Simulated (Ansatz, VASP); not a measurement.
## Ru: VASP beside Ansatz

```
Ru
1.0
     2.72074    0.00000    0.00000
    -1.36037    2.35623    0.00000
     0.00000    0.00000   26.74010
Ru
6
Direct
  0.83333 0.16667 0.29918
  0.16667 0.83333 0.37951
  0.83333 0.16667 0.45984
  0.16667 0.83333 0.54016
  0.83333 0.16667 0.62049
  0.16667 0.83333 0.70082
```

Alike in both runs: task single point; functional PBE; k mesh 14 × 14 × 1; occupations fermi-dirac, width 0.08 eV; no spin polarisation.

```csv
,VASP,Ansatz
version,VASP 6.6.1,Ansatz 0.2.0
potentials or method,"VASP PAW PBE potentials, release 64 (Ru_pv), cutoff 520 eV","all-electron LAPW, scalar-relativistic"
```

|  | VASP | Ansatz | Ansatz less VASP |
| --- | --- | --- | --- |
| rms of the force components (eV/Å) | 0.366 | 0.368 | +0.0017 |

Atom by atom the forces differ by 0.003 eV/Å (rms over components). Ansatz ran all-electron here, and VASP with PAW potentials.
